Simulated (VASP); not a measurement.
Input of a VASP 6.6.1 run:

INCAR

```
SYSTEM = CdAg
PREC = Accurate
ENCUT = 520
EDIFF = 1E-7
ISMEAR = 0
SIGMA = 0.1
LREAL = .False.
LASPH = .True.
NELM = 60
ALGO = Normal
ISIF = 2
LWAVE = .False.
LCHARG = .False.
LDIPOL = .True.
IDIPOL = 3
DIPOL = 0.5 0.5 0.500
GGA = PE
NBANDS = 18
```

Contents of KPOINTS:

```
regular mesh
0
Gamma
  4 4 1
  0 0 0
```

The input POSCAR:

```
CdAg
1.0
    4.1616050000      0.0000000000      0.0000000000
    0.0000000000      4.1616050000      0.0000000000
    0.0000000000      0.0000000000     14.0000000000
Cd Ag
1 1
Direct
    0.0000000000      0.0000000000      0.5000000000
    0.5000000000      0.5000000000      0.5000000000
```

Potentials or basis: VASP PAW PBE potentials, release 64 (Cd, Ag).

Launch:

```sh
$ cat potpaw_PBE.64/Cd/POTCAR potpaw_PBE.64/Ag/POTCAR > POTCAR
$ mpirun -np 1 vasp_std > vasp.out
```

Problem. Predict the band gap on the k mesh.

Solution. Zero (an odd number of electrons rules out a gap without spin polarisation).
